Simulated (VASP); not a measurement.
# Al13Cu11 in VASP: further runs

The runs below take Al13Cu11 through single point, with PBE.

All numbers are computed with VASP 6.6.1; they aren't measurements. Logs are shortened: lines on timing, memory, paths and dates and some standing lists are left out, and cuts for length are marked.

### 1 The cell of the first run

The cell holds an amorphous packing of atoms, 24 atoms: a = 7.151 Å, b = 7.046 Å, c = 7.037 Å, α = 89.33°, β = 94.52°, γ = 89.57°.

### 2 Single point, PBE

INCAR reads:

```
PREC = Accurate
ENCUT = 520
EDIFF = 1E-6
ISMEAR = -1
SIGMA = 0.1017
LREAL = Auto
LASPH = True
NELM = 60
ALGO = Normal
ISIF = 2
LWAVE = False
LCHARG = True
GGA = PE
LELF = True
LVHAR = True
ISYM = 0
NBANDS = 98
```

KPOINTS reads:

```
Automatic mesh
0
Gamma
  1 1 1
  0.25 0.25 0.25
```

POSCAR reads:

```
Al13Cu11
1.0
    7.1452280000      0.0272100000     -0.2795910000
    0.0272100000      7.0459230000      0.0416720000
   -0.2795910000      0.0416720000      7.0313830000
Al Cu
13 11
Direct
    0.1591089867      0.6632732545      0.1116904765
    0.5586061432      0.4480838004      0.2509687926
    0.3975733871      0.9894882769      0.7292383284
    0.6434043764      0.7748270325      0.4704443608
    0.0854895048      0.1928368771      0.6284325854
    0.6709063439      0.3675283657      0.8961670462
    0.3053806847      0.2365385371     -0.0089923053
    0.9137988167      0.5320957183      0.4851236851
    0.7553473882      0.1316735018      0.3125034198
    0.2508187771      0.6931671555      0.4764546336
    0.4435017850      0.1741608151      0.4742902610
    0.9009407395      0.0779388283      0.9562636618
    0.5450760430     -0.0384944516      0.0343257502
    0.9725240268      0.9040916072      0.5014583418
    0.4112357555      0.6189450393      0.9106399322
    0.1084683993      0.8588168593      0.8157303011
    0.1353944465      0.0841983273      0.2859470685
    0.5382016911      0.4732340497      0.5845377417
    0.7059778489      0.0382162508      0.6720479463
    0.0082191399      0.4558866294      0.8213973396
    0.9195805285      0.3933379769      0.1489757078
    0.7681798338      0.6656865144      0.8111898725
    0.2082630160      0.4331233988      0.3317346455
    0.8059817675      0.7895931278      0.1651674107
```

Potentials or basis: VASP PAW PBE potentials, release 64 (Al, Cu).

On the command line:

```bash
> cat potpaw_PBE.64/Al/POTCAR potpaw_PBE.64/Cu/POTCAR > POTCAR
> mpirun -np 1 vasp_std > vasp.out
```

OUTCAR:

```text
PREC = Accurate
   ENCUT = 520
   EDIFF = 1E-6
   ISMEAR = -1
   LREAL = Auto
   LASPH = True
   NELM = 60
   ISIF = 2
   GGA = PE
   ISYM = 0

 ion  position               nearest neighbor table
   1  0.159  0.663  0.112-  23 2.24  15 2.40  16 2.48  21 2.59  10 2.61  20 2.69  24 2.73   2 3.30
                             7 3.32
   2  0.559  0.448  0.251-  18 2.37  23 2.61   9 2.64  11 2.65   6 2.75  21 2.76  15 2.79   4 2.83
                             7 2.90   8 2.98   1 3.30  10 3.30
   3  0.398  0.989  0.729-  11 2.25  19 2.30  13 2.32  16 2.39   7 2.67   5 2.69  15 2.89  10 2.91
                             4 3.04
   4  0.643  0.775  0.470-  19 2.37  18 2.41  24 2.52  14 2.52   8 2.57  22 2.60   2 2.83  10 2.87
                             9 2.88   3 3.04  11 3.15  13 3.35
   5  0.085  0.193  0.628-  14 2.35  20 2.40  17 2.59  16 2.68   3 2.69   8 2.82  12 2.86  11 2.86
                            23 2.87   7 2.91  19 2.97   9 3.15
   6  0.671  0.368  0.896-  22 2.30  21 2.42  18 2.43  15 2.57  20 2.59  12 2.62   2 2.75  19 2.84
                             7 2.90  13 3.17   9 3.36
   7  0.305  0.237  0.991-  13 2.58   3 2.67  17 2.70  20 2.80  15 2.87   6 2.90   2 2.90   5 2.91
                            23 2.91  12 3.10   1 3.32
   8  0.914  0.532  0.485-  20 2.46  23 2.54   4 2.57  21 2.57  14 2.66  10 2.68  22 2.77   5 2.82
                            18 2.86  24 2.93   2 2.98   9 3.26
   9  0.755  0.132  0.313-  21 2.51  14 2.52  11 2.60   2 2.64  19 2.66  24 2.67  13 2.67  17 2.76
                            12 2.82   4 2.88   5 3.15   8 3.26   6 3.36
  10  0.251  0.693  0.476-  23 2.12  14 2.49   1 2.61  18 2.62   8 2.68   4 2.87   3 2.91  16 2.92
                             2 3.30
  11  0.444  0.174  0.474-   3 2.25  18 2.34  19 2.43  17 2.57   9 2.60  23 2.61   2 2.65   5 2.86
                             4 3.15
  12  0.901  0.078  0.956-  19 2.37  16 2.41  21 2.62  24 2.62   6 2.62  17 2.75  13 2.77   9 2.82
                             5 2.86  20 2.94   7 3.10
  13  0.545  0.962  0.034-   3 2.32  24 2.34   7 2.58   9 2.67  15 2.73  12 2.77  19 2.92   6 3.17
                             4 3.35
  14  0.973  0.904  0.501-  17 2.35   5 2.35  16 2.36  10 2.49  19 2.52   9 2.52   4 2.52   8 2.66
                            24 2.70
  15  0.411  0.619  0.911-   1 2.40   6 2.57  22 2.72  13 2.73  18 2.74  16 2.77   2 2.79   7 2.87
                             3 2.89
  16  0.108  0.859  0.816-  14 2.36   3 2.39  12 2.41   1 2.48   5 2.68  15 2.77  10 2.92
  17  0.135  0.084  0.286-  14 2.35  23 2.54  11 2.57   5 2.59   7 2.70  12 2.75   9 2.76  21 2.78

  18  0.538  0.473  0.585-  11 2.34   2 2.37   4 2.41   6 2.43  22 2.60  10 2.62  15 2.74   8 2.86

  19  0.706  0.038  0.672-   3 2.30  12 2.37   4 2.37  11 2.43  14 2.52   9 2.66   6 2.84  13 2.92
                             5 2.97
  20  0.008  0.456  0.821-  22 2.25   5 2.40   8 2.46  21 2.47   6 2.59   1 2.69   7 2.80  12 2.94

  21  0.920  0.393  0.149-  23 2.36   6 2.42  20 2.47   9 2.51   8 2.57   1 2.59  12 2.62   2 2.76
                            17 2.78
  22  0.768  0.666  0.811-  20 2.25   6 2.30   4 2.60  18 2.60  24 2.64  15 2.72   8 2.77
  23  0.208  0.433  0.332-  10 2.12   1 2.24  21 2.36  17 2.54   8 2.54  11 2.61   2 2.61   5 2.87
                             7 2.91
  24  0.806  0.790  0.165-  13 2.34   4 2.52  12 2.62  22 2.64   9 2.67  14 2.70   1 2.73   8 2.93

[... 136 lines left out ...]
     AMIX     =   0.40;   BMIX     =  1.00
     AMIX_MAG =   1.60;   BMIX_MAG =  1.00
  volume/ion in A,a.u.               =      14.73        99.38
  Fermi-wavevector in a.u.,A,eV,Ry     =   1.257041  2.375463 21.499277  1.580152
  Thomas-Fermi vector in A             =   2.390720
   LORBIT       =      0    0 simple, 1 ext, 2 COOP (PROOUT), +10 PAW based schemes
   GGA     = PE    functional components
   LHFCALC =     F    Hartree Fock is set to
   AEXX    =    0.0000 exact exchange contribution
   IVDW    =     0    specifies the selected vdW correction
   LEPSILON=     F    determine dielectric tensor
   LRPA    =     F    only Hartree local field effects (RPA)
 non-spin polarized calculation
  energy-cutoff  :      520.00
  volume of cell :      353.42
 maximum number of plane-waves:      9522
 NGX is ok and might be reduce to    54
   NGX = 27   NGY = 27   NGZ = 27

 number of electron     160.0000021 magnetization

 Free energy of the ion-electron system (eV)
  ---------------------------------------------------
  ext. energy  EPLUGINS =         0.00000000
  ---------------------------------------------------
  free energy    TOTEN  =       -86.11399145 eV

  energy without entropy =      -85.84889524  energy(sigma->0) =      -85.98144334

 E-fermi :   7.7118     XC(G=0): -10.9567

 val. band max:        7.5430686445   @ k =   0.2500   0.2500   0.2500
 cond. band min:       7.8755639470   @ k =   0.2500   0.2500   0.2500
 fundamental gap:      0.3324953026
 Fermi energy:         7.7118415503

 k-point     1 :       0.2500    0.2500    0.2500
  band No.  band energies     occupation
      1      -2.4567      2.00000
      2      -1.3866      2.00000
      3      -1.0565      2.00000
      4      -0.6608      2.00000
      5       0.0243      2.00000
      6       0.3496      2.00000
[... 84 lines left out ...]
     91      10.0327      0.00000
     92      10.3100      0.00000
 [bands above 92 left out]

------------------------ aborting loop because EDIFF is reached ----------------------------------------

  FORCE on cell =-STRESS in cart. coord.  units (eV):
  Direction    XX          YY          ZZ          XY          YZ          ZX
  --------------------------------------------------------------------------------------
  -------------------------------------------------------------------------------------
  Total       10.0193927     16.0074709     19.3846108     -6.5772159     -7.3938098     -2.3730528
  in kB       45.4209197     72.5666784     87.8762691    -29.8164973    -33.5183627    -10.7577616
  external PRESSURE =      68.6212891 kB  Pullay stress =       0.0000000 kB

 VOLUME and BASIS-vectors are now :
 -----------------------------------------------------------------------------
  energy-cutoff  :      520.00
  volume of cell :      353.42
      direct lattice vectors                 reciprocal lattice vectors
     7.145228000  0.027210000 -0.279591000     0.140173967 -0.000574310  0.005577183
     0.027210000  7.045923000  0.041672000    -0.000574310  0.141933375 -0.000864015
    -0.279591000  0.041672000  7.031383000     0.005577183 -0.000864015  0.142446420

 POSITION                                       TOTAL-FORCE (eV/Angst)
 -----------------------------------------------------------------------------------
      1.12369      4.68236      0.76849        -0.417781      1.359989     -0.913281
      3.93339      3.18282      1.62715         0.099008      0.605929     -1.089538
      2.66379      7.01306      5.05763        -1.524828     -2.381928      0.345578
      4.48682      5.49648      3.16027        -0.930390      0.688669     -0.229653
      0.44038      1.38723      4.40288         0.106346      0.500529     -0.103786
      4.55322      2.64518      6.12903        -0.806632     -1.037367      0.036279
[... 16 lines left out ...]
      1.40712      3.07125      2.29237         0.711173     -3.420917      0.115221
      5.73423      5.59223      0.96891         0.671576     -0.633926      0.407001
 -----------------------------------------------------------------------------------
    total drift:                               -0.002217      0.001100      0.002844

  FREE ENERGIE OF THE ION-ELECTRON SYSTEM (eV)
  ---------------------------------------------------
  free  energy   TOTEN  =       -86.1139914510 eV

  energy  without entropy=      -85.8488952379  energy(sigma->0) =      -85.98144334
```

stdout:

```text
POSCAR found type information on POSCAR AlCu
 POSCAR found :  2 types and      24 ions
 scaLAPACK will be used
 LDA part: xc-table for (Slater+PW92), standard interpolation
 POSCAR, INCAR and KPOINTS ok, starting setup
 FFT: planning ... GRIDC
 FFT: planning ... GRID_SOFT
 FFT: planning ... GRID
 WAVECAR not read
 entering main loop
```

Wall time 1.9 min (1 thread of Intel Xeon Platinum 8488C (Sapphire Rapids), shared host); peak memory 0.37 GiB.

Results:

```yaml
Free_energy: -86.1140 eV
Pressure: 6.9 GPa
Largest_force: 3.520 eV/Å
Band_gap_on_the_k_mesh: 0.33 eV
```

Forces on the atoms (eV/Å):
```
Al  -0.418  1.360 -0.913
Al   0.099  0.606 -1.090
Al  -1.525 -2.382  0.346
Al  -0.930  0.689 -0.230
Al   0.106  0.501 -0.104
Al  -0.807 -1.037  0.036
Al  -0.874  1.030  0.693
Al  -0.062 -0.081 -0.020
Al   0.920 -0.326  0.035
Al   1.041  2.764  1.915
Al  -0.404  0.789 -2.695
Al   1.007  0.102  0.833
Al   0.183 -0.817  1.357
Cu  -1.101 -1.285 -0.429
Cu   0.399  0.084 -0.603
Cu   0.041 -0.987  0.407
Cu   0.215  0.041 -0.977
Cu  -0.191  0.940  0.747
Cu   0.760  0.824  0.106
Cu   1.387 -0.807  0.083
Cu  -0.533 -0.044  0.174
Cu  -0.697  2.095 -0.191
Cu   0.711 -3.421  0.115
Cu   0.672 -0.634  0.407
```

Caveat: the k points lie up to 0.90 Å⁻¹ apart.

### 3 Single point, PBE

INCAR reads:

```
SYSTEM = Al13Cu11
PREC = Accurate ; ENCUT = 520
EDIFF = 1E-7 ; ISMEAR = -1
SIGMA = 0.1017 ; LREAL = Auto
LASPH = .True. ; NELM = 100
ALGO = Normal ; ISIF = 2
LWAVE = .False. ; LCHARG = .False.
GGA = PE ; NBANDS = 98
ISYM = 0
```

KPOINTS is that of step 2.

POSCAR reads:

```
Al13Cu11
1.0
    7.1452280000      0.0272100000     -0.2795910000
    0.0272100000      7.0459230000      0.0416720000
   -0.2795910000      0.0416720000      7.0313830000
Al Cu
13 11
Direct
    0.1636798807      0.7346284642      0.1463255499
    0.5697007702      0.5243695963      0.2462239190
    0.3800315898      1.0106288751      0.7940368894
    0.6520788431      0.8312510195      0.4918232279
    0.1517775274      0.2419593883      0.6259098244
    0.6327395915      0.3524355682      0.9082424610
    0.2702654905      0.3152281921     -0.0058910730
    0.9379995303      0.5211438701      0.4709265758
    0.7980024827      0.1839893993      0.3121811322
    0.2937380183      0.7830463796      0.4784481798
    0.4927005670      0.1546444118      0.4489585196
    0.9454241237      0.0982179238      0.9639345686
    0.5184588749     -0.0354786466      0.1411150412
    1.0069774373      0.8906746734      0.4889128687
    0.4264991696      0.6366401607      0.9036620905
    0.0896552083      0.8365488969      0.8006423663
    0.1637763140      0.0518807920      0.2452145484
    0.5105273031      0.4944998779      0.5706346874
    0.7539524449      0.0776486528      0.6794136436
   -0.0436852298      0.4502242140      0.8142525104
    0.9307508701      0.4130355954      0.1350611320
    0.7683594938      0.7385434271      0.8498468676
    0.2700800212      0.4156232063      0.3259026130
    0.8062014953      0.7870992776      0.1937597029
```

Potentials or basis: VASP PAW PBE potentials, release 64 (Al, Cu).

On the command line:

```bash
> cat potpaw_PBE.64/Al/POTCAR potpaw_PBE.64/Cu/POTCAR > POTCAR
> mpirun -np 1 vasp_std > vasp.out
```

OUTCAR:

```text
SYSTEM = Al13Cu11
   PREC = Accurate
   ENCUT = 520
   EDIFF = 1E-7
   ISMEAR = -1
   LREAL = Auto
   LASPH = .True.
   NELM = 100
   ISIF = 2
   GGA = PE
   ISYM = 0

 ion  position               nearest neighbor table
   1  0.164  0.735  0.146-  17 2.35  10 2.47  16 2.54  24 2.63  23 2.64  15 2.73  21 2.82  14 2.96
                            13 3.02  12 3.19   8 3.26   7 3.26   2 3.27
   2  0.570  0.524  0.246-  18 2.36  23 2.39  24 2.56  15 2.65   6 2.75   4 2.82  21 2.86   9 2.90
                             8 2.96  11 3.03   7 3.07  13 3.19  10 3.23   1 3.27
   3  0.380  0.011  0.794-  16 2.42   5 2.52  13 2.58   7 2.72  15 2.75  10 2.79  11 2.80  19 2.89
                             6 3.10   4 3.25
   4  0.652  0.831  0.492-  19 2.28  24 2.47  11 2.54  14 2.58  10 2.58  18 2.66  22 2.66  13 2.73
                             2 2.82   8 2.99   9 3.01   3 3.25
   5  0.152  0.242  0.626-  20 2.48   3 2.52  23 2.63   8 2.65   7 2.72  14 2.84  11 2.89  17 3.02
                            12 3.06   9 3.26
   6  0.633  0.352  0.908-  15 2.48  20 2.55  21 2.60  18 2.65  19 2.71   7 2.72   2 2.75  12 2.85
                            22 2.93   3 3.10   9 3.20  13 3.31
   7  0.270  0.315  0.994-  23 2.45  15 2.63  20 2.65  17 2.70   5 2.72   6 2.72   3 2.72  21 2.78
                            12 2.79   2 3.07  13 3.15   1 3.26
   8  0.938  0.521  0.471-  20 2.45  21 2.49   5 2.65  14 2.66  23 2.76  24 2.79   9 2.80   2 2.96
[... 296 lines left out ...]
     92      10.4097      0.00000
 [bands above 92 left out]

------------------------ aborting loop because EDIFF is reached ----------------------------------------

  FORCE on cell =-STRESS in cart. coord.  units (eV):
  Direction    XX          YY          ZZ          XY          YZ          ZX
  --------------------------------------------------------------------------------------
  -------------------------------------------------------------------------------------
  Total        7.2128445      0.6023379     15.4905698     -8.1948879     -4.8764196     -0.3255084
  in kB       32.6979926      2.7305786     70.2234106    -37.1498908    -22.1062764     -1.4756275
  external PRESSURE =      35.2173273 kB  Pullay stress =       0.0000000 kB

 VOLUME and BASIS-vectors are now :
 -----------------------------------------------------------------------------
  energy-cutoff  :      520.00
  volume of cell :      353.42
      direct lattice vectors                 reciprocal lattice vectors
     7.145228000  0.027210000 -0.279591000     0.140173967 -0.000574310  0.005577183
     0.027210000  7.045923000  0.041672000    -0.000574310  0.141933375 -0.000864015
    -0.279591000  0.041672000  7.031383000     0.005577183 -0.000864015  0.142446420

 POSITION                                       TOTAL-FORCE (eV/Angst)
 -----------------------------------------------------------------------------------
      1.14861      5.18669      1.01372        -0.506720     -1.124014     -1.323377
      4.01607      3.72043      1.59386         0.315446      0.148602     -0.886362
      2.49370      0.11832      5.47737         1.389308     -0.496414      0.273031
      4.54436      5.89517      3.31052         0.644082     -1.488301      0.218454
      0.91607      1.73504      4.36866        -0.468210     -0.118268     -0.872861
      4.27672      2.53830      6.22398         0.494657     -0.423896     -0.401538
[... 16 lines left out ...]
      1.84997      2.94938      2.23335        -1.051888      0.120057      0.330519
      5.72774      5.57585      1.16979         0.546487     -0.264730      0.087958
 -----------------------------------------------------------------------------------
    total drift:                               -0.007518     -0.002600      0.003298

  FREE ENERGIE OF THE ION-ELECTRON SYSTEM (eV)
  ---------------------------------------------------
  free  energy   TOTEN  =       -87.5785796030 eV

  energy  without entropy=      -87.2650425306  energy(sigma->0) =      -87.42181107
```

stdout:

```text
POSCAR found type information on POSCAR AlCu
 POSCAR found :  2 types and      24 ions
 scaLAPACK will be used
 LDA part: xc-table for (Slater+PW92), standard interpolation
 POSCAR, INCAR and KPOINTS ok, starting setup
 FFT: planning ... GRIDC
 FFT: planning ... GRID_SOFT
 FFT: planning ... GRID
 WAVECAR not read
 entering main loop
```

Run time: 1.8 min. Hardware: 1 thread of Intel Xeon Platinum 8488C (Sapphire Rapids), shared host; peak memory 0.37 GiB.

What came out:

```
Free energy            : -87.5786 eV
Pressure               : 3.5 GPa
Largest force          : 2.722 eV/Å
Band gap on the k mesh : 0.20 eV
```

Forces on the atoms (eV/Å):
```
Al  -0.507 -1.124 -1.323
Al   0.315  0.149 -0.886
Al   1.389 -0.496  0.273
Al   0.644 -1.488  0.218
Al  -0.468 -0.118 -0.873
Al   0.495 -0.424 -0.402
Al   0.162  0.073  0.342
Al   0.032  1.189  0.100
Al   0.459 -1.362  0.396
Al   1.316 -0.888  1.008
Al  -1.895  0.882  0.507
Al  -0.228 -0.058  0.445
Al  -0.470 -0.108 -0.702
Cu  -2.495  0.701 -0.833
Cu  -0.138  0.608 -0.088
Cu   0.339 -1.144  0.516
Cu   0.676  1.443  0.272
Cu   0.533  0.483  1.305
Cu   0.362  1.003  0.209
Cu   0.309 -0.161 -1.067
Cu   0.254  1.065  0.404
Cu  -0.579 -0.079 -0.239
Cu  -1.052  0.120  0.331
Cu   0.546 -0.265  0.088
```

Levels at points of the mesh, in eV from the valence-band top:
| k point | band 76 | band 77 | band 78 | band 79 | band 80 | band 81 | band 82 | band 83 | band 84 | band 85 |
| --- | --- | --- | --- | --- | --- | --- | --- | --- | --- | --- |
| (0.25, 0.25, 0.25) | -0.75 | -0.63 | -0.35 | -0.18 | 0.00 | 0.20 | 0.53 | 0.76 | 0.92 | 1.22 |

Caveat: the k points lie up to 0.90 Å⁻¹ apart.

(Continued in part 2 of 2.)
